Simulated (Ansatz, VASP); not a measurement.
# SnO in VASP and in Ansatz

```xyz
4
Lattice="3.7622 0.0000 0.0000 0.0000 3.7622 0.0000 0.0000 0.0000 4.8209" Properties=species:S:1:pos:R:3 pbc="T T T"
Sn    1.8811    0.0000    3.6862
Sn    0.0000    1.8811    1.1347
O     0.0000    0.0000    0.0000
O     1.8811    1.8811    0.0000
```

Change from the starting cell: volume scaled by 0.96.

Alike in both runs: task single point; functional PBEsol; k mesh 7 × 7 × 6; occupations fermi-dirac, width 0.05 eV; no spin polarisation.

|  | VASP | Ansatz |
| --- | --- | --- |
| version | VASP 6.6.1 | Ansatz 0.2.0 |
| potentials or method | VASP PAW PBE potentials, release 64 (Sn_d, O), cutoff 520 eV | all-electron LAPW, scalar-relativistic |

Ansatz gave:

* gap on the k mesh at the Fermi level (eV): 0.21
* least direct gap on the mesh (eV): 1.98
* pressure (GPa): 3.6
* traceless stress, the component that is largest in VASP (GPa): -0.80
* rms of the force components (eV/Å): 0.272

What did VASP give for the same quantities?

gap on the k mesh at the Fermi level (eV): 0.22; least direct gap on the mesh (eV): 1.94; pressure (GPa): 3.9; traceless stress, the component that is largest in VASP (GPa): -0.81; rms of the force components (eV/Å): 0.312.

VASP's potentials were made for PBE, not for PBEsol. Atom by atom the forces differ by 0.040 eV/Å (rms over components). Ansatz ran all-electron here, and VASP with PAW potentials.
